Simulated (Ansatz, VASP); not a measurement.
## Mn: VASP beside Ansatz

```
Mn
1.0
     2.34530    0.00000    0.00000
     0.00000    2.34530    0.00000
     0.00000    0.00000    2.34530
Mn
1
Cartesian
  0.0000 0.0000 0.0000
```

Alike in both runs: task single point; functional BLYP; k mesh 15 × 15 × 15; occupations fermi-dirac, width 0.1 eV; no spin polarisation.

|  | VASP | Ansatz |
| --- | --- | --- |
| version | VASP 6.6.1 | Ansatz 0.2.0 |
| potentials or method | VASP PAW PBE potentials, release 64 (Mn_pv), cutoff 520 eV | plane waves (420 eV) with PAW, scalar-relativistic |
| valence electrons in the cell | 13 | 15 |

Ansatz gave:

```
pressure (GPa) : -6.8
```

**Question.** Estimate VASP's values.

**Answer.** Pressure (GPa): -6.5.

VASP's potentials were made for PBE, not for BLYP. The functional is the same, so the differences come from potentials, cutoffs and numerics. VASP's potentials hold 13 valence electrons a cell and Ansatz's 15, so a difference there can come from the potentials and not from the codes.
